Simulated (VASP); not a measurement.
NaI:

```
Na I
1.0
     4.03507   -0.02163   -0.02163
    -0.02163    4.03507   -0.02163
    -0.02163   -0.02163    4.03507
Na I
1 1
Direct
  0.00000 0.00000 0.00000
  0.50000 0.50000 0.50000
```

This cell differs from its parent crystal: epitaxial 111 strain +0.4%.

Program: VASP 6.6.1. Alike in all runs: task single point; potentials or basis VASP PAW PBE potentials, release 64 (Na_pv, I); no spin polarisation; cell as given; cutoff (eV) 520.

Order these runs on this cell by their band gap on the k mesh, lowest first.
A. level HSE06; k mesh 4 × 4 × 4; smearing gaussian 0.01 eV; grid for exact exchange (PRECFOCK) Normal; share of exact exchange 0.25; screening parameter 0.2079 1/Å
B. level r2SCAN; k mesh 6 × 6 × 6; smearing gaussian 0.01 eV
C. level PBE; k mesh 6 × 6 × 6; smearing fermi-dirac 0.02 eV

C (2.31 eV), B (3.08 eV), A (3.23 eV).

Caveats: the structure was generated, so it needn't be the stable form of NaI; spin-orbit coupling is left out, which moves the levels of the heavy elements.

A k mesh can miss the band edges.
